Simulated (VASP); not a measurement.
# SnTe (Fm-3m) in VASP: a series of runs, part 2 of 2

VASP 6.6.1. The steps go on from the part before.

## Step 4: Single point, r2SCAN

POSCAR

```
SnTe
1.0
    0.0000000000      3.1297027185      3.1297027185
    3.1297027185      0.0000000000      3.1297027185
    3.1297027185      3.1297027185      0.0000000000
Te Sn
1 1
Direct
    0.5000000000      0.5000000000      0.5000000000
    0.0000000000      0.0000000000      0.0000000000
```

INCAR.step1

```
PREC     = Accurate       # precision mode
ENCUT    = 520            # plane-wave cutoff, eV
ISMEAR   = -1             # smearing method
SIGMA    = 0.05           # smearing width, eV
LREAL    = F              # projectors in reciprocal space
LASPH    = T              # aspherical terms in the spheres
NELM     = 100            # most SCF steps
NBANDS   = 17             # bands
GGA      = PE             # functional
ALGO     = Normal         # electronic algorithm
EDIFF    = 1E-4           # SCF threshold, eV
LWAVE    = T              # write WAVECAR
LCHARG   = F              # write CHGCAR
```

INCAR.step2

```
PREC     = Accurate       # precision mode
ENCUT    = 520            # plane-wave cutoff, eV
EDIFF    = 1E-7           # SCF threshold, eV
ISMEAR   = -1             # smearing method
SIGMA    = 0.05           # smearing width, eV
LREAL    = F              # projectors in reciprocal space
LASPH    = T              # aspherical terms in the spheres
NELM     = 100            # most SCF steps
ALGO     = Normal         # electronic algorithm
ISIF     = 2              # what is computed and relaxed
LWAVE    = F              # write WAVECAR
LCHARG   = F              # write CHGCAR
METAGGA  = R2SCAN         # meta-GGA
LMIXTAU  = T            
NBANDS   = 17             # bands
ISTART   = 1
```

KPOINTS

```
regular mesh
0
Gamma
  7 7 7
```

Potentials or basis: VASP PAW PBE potentials, release 64 (Te, Sn_d).

The run is started by

```console
$ cat potpaw_PBE.64/Te/POTCAR potpaw_PBE.64/Sn_d/POTCAR > POTCAR
$ cp INCAR.step1 INCAR
$ mpirun -np 1 vasp_std > vasp.out
$ cp INCAR.step2 INCAR
$ mpirun -np 1 vasp_std > vasp.out
```

OUTCAR:

```text
PREC = Accurate
   ENCUT = 520
   EDIFF = 1E-7
   ISMEAR = -1
   LREAL = F
   LASPH = T
   NELM = 100
   ISIF = 2
   METAGGA = R2SCAN
   ISTART = 1

 ion  position               nearest neighbor table
   1  0.500  0.500  0.500-   2 3.13   2 3.13   2 3.13   2 3.13   2 3.13   2 3.13
   2  0.000  0.000  0.000-   1 3.13   1 3.13   1 3.13   1 3.13   1 3.13   1 3.13

  LATTYP: Found a face centered cubic cell.
 ALAT       =     6.2594054370

  Lattice vectors:

 A1 = (   0.0000000000,   3.1297027185,   3.1297027185)
 A2 = (   3.1297027185,   0.0000000000,   3.1297027185)
 A3 = (   3.1297027185,   3.1297027185,   0.0000000000)

Analysis of symmetry for initial positions (statically):
=====================================================================
 Subroutine PRICEL returns:
 Original cell was already a primitive cell.

 Routine SETGRP: Setting up the symmetry group for a
 face centered cubic supercell.

 Subroutine GETGRP returns: Found 48 space group operations
 (whereof 48 operations were pure point group operations)
 out of a pool of 48 trial point group operations.

The static configuration has the point symmetry O_h .

Analysis of symmetry for dynamics (positions and initial velocities):
=====================================================================
 Subroutine PRICEL returns:
 Original cell was already a primitive cell.

 Routine SETGRP: Setting up the symmetry group for a
 face centered cubic supercell.

 Subroutine GETGRP returns: Found 48 space group operations
 (whereof 48 operations were pure point group operations)
 out of a pool of 48 trial point group operations.

The dynamic configuration has the point symmetry O_h .

 Subroutine INISYM returns: Found 48 space group operations
 (whereof 48 operations are pure point group operations),
 and found     1 'primitive' translations

----------------------------------------------------------------------------------------

                                     Primitive cell

  volume of cell :      61.3111

  direct lattice vectors                    reciprocal lattice vectors
     0.000000000  3.129702718  3.129702718    -0.159759583  0.159759583  0.159759583
     3.129702718  0.000000000  3.129702718     0.159759583 -0.159759583  0.159759583
     3.129702718  3.129702718  0.000000000     0.159759583  0.159759583 -0.159759583

  length of vectors
     4.426068031  4.426068031  4.426068031     0.276711714  0.276711714  0.276711714

  position of ions in fractional coordinates (direct lattice)
     0.500000000  0.500000000  0.500000000
     0.000000000  0.000000000  0.000000000

  ion indices of the primitive-cell ions
   primitive index   ion index
                 1           1
                 2           2

----------------------------------------------------------------------------------------

 KPOINTS: regular mesh

Automatic generation of k-mesh.
 Grid dimensions read from file:
 generate k-points for:    7    7    7

 Generating k-lattice:

  Cartesian coordinates                     Fractional coordinates (reciprocal lattice)
    -0.022822798  0.022822798  0.022822798     0.142857143  0.000000000  0.000000000
     0.022822798 -0.022822798  0.022822798     0.000000000  0.142857143  0.000000000
     0.022822798  0.022822798 -0.022822798     0.000000000  0.000000000  0.142857143

  Length of vectors
     0.039530245  0.039530245  0.039530245

  Shift w.r.t. Gamma in fractional coordinates (k-lattice)
     0.000000000  0.000000000  0.000000000

 Subroutine IBZKPT returns following result:
 ===========================================

 Found     20 irreducible k-points:

 Following reciprocal coordinates:
            Coordinates               Weight
  0.000000  0.000000  0.000000      1.000000
  0.142857  0.000000  0.000000      8.000000
  0.285714  0.000000  0.000000      8.000000
  0.428571  0.000000  0.000000      8.000000
  0.142857  0.142857  0.000000      6.000000
  0.285714  0.142857  0.000000     24.000000
[... 12 lines left out ...]
 -0.428571  0.428571  0.142857     24.000000
 -0.285714  0.428571  0.142857     24.000000
   k-points           NKPTS =     20   k-points in BZ     NKDIM =     20   number of bands    NBANDS=     17
   number of dos      NEDOS =    301   number of ions     NIONS =      2
   total plane-waves  NPLWV =  46656
   dimension x,y,z NGX =    36 NGY =   36 NGZ =   36
   dimension x,y,z NGXF=    72 NGYF=   72 NGZF=   72
   ions per type =               1   1
   NGX,Y,Z   is equivalent  to a cutoff of  13.52, 13.52, 13.52 a.u.
   NGXF,Y,Z  is equivalent  to a cutoff of  27.04, 27.04, 27.04 a.u.
 SYSTEM =  unknown system
   PREC   = accura    normal or accurate (medium, high low for compatibility)
   ISTART =      1    job   : 0-new  1-cont  2-samecut
   ICHARG =      0    charge: 1-file 2-atom 10-const
   ISPIN  =      1    spin polarized calculation?
   LNONCOLLINEAR =      F non collinear calculations
   LSORBIT =      F    spin-orbit coupling
   LASPH  =      T    aspherical Exc in radial PAW
   ENCUT  =  520.0 eV  38.22 Ry    6.18 a.u.   8.23  8.23  8.23*2*pi/ulx,y,z
   NELM   =    100;   NELMIN=  2; NELMDL=  0     # of ELM steps
   EDIFF  = 0.1E-06   stopping-criterion for ELM
   LREAL  =      F    real-space projection
   EDIFFG = 0.1E-05   stopping-criterion for IOM
   NSW    =      0    number of steps for IOM
   IBRION =     -1    ionic relax: 0-MD 1-quasi-New 2-CG
   NFREE  =      0    steps in history (QN), initial steepest desc. (CG)
   ISIF   =      2    stress and relaxation
   ISYM   =      2    0-nonsym 1-usesym 2-fastsym
   POTIM  = 0.5000    time-step for ionic-motion
   TEBEG  =    0.0;   TEEND  =   0.0 temperature during run
   PSTRESS=    0.0 pullay stress
   NELECT =      20.0000    total number of electrons
   NUPDOWN=      -1.0000    fix difference up-down
   EMIN   =  10.00;   EMAX   =-10.00  energy-range for DOS
   EFERMI =   0.00;   METHOD = LEGACY
   ISMEAR =    -1;   SIGMA  =   0.05  broadening in eV -4-tet -1-fermi 0-gaus
   EFERMI_NEDOS =   21; number of points for ismear=-14 and -15
   IALGO  =     38    algorithm
   IMIX   =      4    mixing-type and parameters
     AMIX     =   0.40;   BMIX     =  1.00
     AMIX_MAG =   1.60;   BMIX_MAG =  1.00
  volume/ion in A,a.u.               =      30.66       206.87
  Fermi-wavevector in a.u.,A,eV,Ry     =   1.126951  2.129629 17.279655  1.270019
  Thomas-Fermi vector in A             =   2.263635
   LORBIT       =      0    0 simple, 1 ext, 2 COOP (PROOUT), +10 PAW based schemes
   METAGGA = R2SCAN    functional components
   LHFCALC =     F    Hartree Fock is set to
   AEXX    =    0.0000 exact exchange contribution
   IVDW    =     0    specifies the selected vdW correction
   LEPSILON=     F    determine dielectric tensor
   LRPA    =     F    only Hartree local field effects (RPA)
 non-spin polarized calculation
  energy-cutoff  :      520.00
  volume of cell :       61.31
 maximum number of plane-waves:      1673
 NGX is ok and might be reduce to    36
   NGX = 17   NGY = 17   NGZ = 17

 number of electron      19.9999997 magnetization

 Free energy of the ion-electron system (eV)
  ---------------------------------------------------
  ext. energy  EPLUGINS =         0.00000000
  ---------------------------------------------------
  free energy    TOTEN  =       -50.66370818 eV

  energy without entropy =      -50.66352499  energy(sigma->0) =      -50.66361658

 E-fermi :   7.3441     XC(G=0): -10.1688

 val. band max:        7.0866933187   @ k =   0.4286   0.0000   0.0000
 cond. band min:       7.6431194246   @ k =   0.4286   0.0000   0.0000
 fundamental gap:      0.5564261059
 Fermi energy:         7.3441377799

 k-point     1 :       0.0000    0.0000    0.0000
  band No.  band energies     occupation
      1     -15.4916      2.00000
      2     -15.4916      2.00000
      3     -15.4790      2.00000
      4     -15.4790      2.00000
      5     -15.4790      2.00000
      6      -6.3872      2.00000
[... 9 lines left out ...]
     16      12.2000      0.00000
     17      14.3312      0.00000
[... 361 lines left out ...]
 k-point    20 :      -0.2857    0.4286    0.1429
  band No.  band energies     occupation
      1     -15.5072      2.00000
      2     -15.4925      2.00000
      3     -15.4766      2.00000
      4     -15.4733      2.00000
      5     -15.4673      2.00000
      6      -4.5621      2.00000
[... 9 lines left out ...]
     16      17.5151      0.00000
     17      18.2598      0.00000

------------------------ aborting loop because EDIFF is reached ----------------------------------------

  FORCE on cell =-STRESS in cart. coord.  units (eV):
  Direction    XX          YY          ZZ          XY          YZ          ZX
  --------------------------------------------------------------------------------------
  -------------------------------------------------------------------------------------
  Total        0.9851847      0.9851847      0.9851847      0.0000000      0.0000000     -0.0000000
  in kB       25.7447691     25.7447691     25.7447691      0.0000000      0.0000000     -0.0000000
  external PRESSURE =      25.7447691 kB  Pullay stress =       0.0000000 kB

 VOLUME and BASIS-vectors are now :
 -----------------------------------------------------------------------------
  energy-cutoff  :      520.00
  volume of cell :       61.31
      direct lattice vectors                 reciprocal lattice vectors
     0.000000000  3.129702718  3.129702718    -0.159759583  0.159759583  0.159759583
     3.129702718  0.000000000  3.129702718     0.159759583 -0.159759583  0.159759583
     3.129702718  3.129702718  0.000000000     0.159759583  0.159759583 -0.159759583

 POSITION                                       TOTAL-FORCE (eV/Angst)
 -----------------------------------------------------------------------------------
      3.12970      3.12970      3.12970         0.000000     -0.000000      0.000000
      0.00000      0.00000      0.00000         0.000000      0.000000      0.000000
 -----------------------------------------------------------------------------------
    total drift:                               -0.000000      0.000000      0.000000

  FREE ENERGIE OF THE ION-ELECTRON SYSTEM (eV)
  ---------------------------------------------------
  free  energy   TOTEN  =       -50.6637081761 eV

  energy  without entropy=      -50.6635249896  energy(sigma->0) =      -50.66361658
```

Wall time 84 s (1 thread of Intel Xeon Platinum 8488C (Sapphire Rapids), shared host); peak memory 0.21 GiB.

What came out:

```
Free energy : -50.6637 eV
Pressure    : 2.6 GPa
```

Caveat: this odd mesh misses L, so gap, dielectric constants and Born charges aren't listed; the PAW data sets were made with another functional, which shifts forces and pressure a little; spin-orbit coupling is left out, which moves the levels of the heavy elements.

## Step 5: Overview

| level | potentials or basis | cell | pressure (GPa) |
| --- | --- | --- | --- |
| LDA | VASP PAW LDA potentials, release 64 (Te, Sn_d) | a = 4.426 Å, angles 60.0°, 2 atoms | -0.6 |
| LDA | VASP PAW LDA potentials, release 64 (Te, Sn_d) | a = 4.485 Å, angles 60.0°, 2 atoms | -2.4 |
| r2SCAN | VASP PAW PBE potentials, release 64 (Te, Sn_d) | a = 4.426 Å, angles 60.0°, 2 atoms | 2.6 |

Alike in all rows: task single point; no spin polarisation; k mesh 7 × 7 × 7; cutoff (eV) 520; smearing fermi-dirac 0.05 eV.

Caveats: spin-orbit coupling is left out, which moves the levels of the heavy elements; the PAW data sets were made with another functional, which shifts forces and pressure a little (at least some runs).

Total energies depend on the potentials used, so only differences within one code and one set of settings carry meaning.
